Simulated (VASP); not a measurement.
Here is a VASP 6.6.1 calculation.

Contents of INCAR:

```
SYSTEM = Ga
PREC = Accurate
ENCUT = 520
EDIFF = 1E-6
ISMEAR = -1
SIGMA = 0.1
LREAL = .FALSE.
LASPH = .TRUE.
NELM = 60
ALGO = Normal
ISIF = 2
LWAVE = .FALSE.
LCHARG = .FALSE.
GGA = PE
NBANDS = 20
```

KPOINTS

```
regular mesh
0
G
  15 15 15
  0 0 0
```

POSCAR

```
Ga
1.0
    0.0000000000      2.9792982075      2.9792982075
    2.9792982075      0.0000000000      2.9792982075
    2.9792982075      2.9792982075      0.0000000000
Ga
2
Direct
    0.1250000000      0.1250000000      0.1250000000
    0.8750000000      0.8750000000      0.8750000000
```

Potentials or basis: VASP PAW PBE potentials, release 64 (Ga_d).

Command:

```bash
$ cat potpaw_PBE.64/Ga_d/POTCAR > POTCAR
$ mpirun -np 1 vasp_std > vasp.out
```

Q: Predict the band gap on the k mesh.

A: Zero (bands 13 and 14 overlap by 3.71 eV).

Q: Estimate the pressure.

A: -1.1 GPa.
